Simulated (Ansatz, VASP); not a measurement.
Two plane-wave programs on BP

```xyz
2
Lattice="0.0000 2.2683 2.2683 2.2683 0.0000 2.2683 2.2683 2.2683 0.0000" Properties=species:S:1:pos:R:3 pbc="T T T"
B     0.0000    0.0000    0.0000
P     1.1342    1.1342    1.1342
```

Alike in both runs: task single point; functional r2SCAN; k mesh 8 × 8 × 8; no spin polarisation.

|  | VASP | Ansatz |
| --- | --- | --- |
| version | VASP 6.6.1 | Ansatz 0.2.0 |
| potentials or method | VASP PAW PBE potentials, release 64 (B, P) | plane waves, PAW |
| plane-wave cutoff (eV) | 550 | 500 |
| occupations | gaussian, width 0.01 eV | fixed |
| valence electrons in the cell | 8 | 8 |

```tsv
	VASP	Ansatz	Ansatz less VASP
gap on the k mesh at the Fermi level (eV)	1.48	1.45	-0.030
pressure (GPa)	-0.5	0.0	+0.51
```

VASP's potentials were made for PBE, not for r2SCAN.
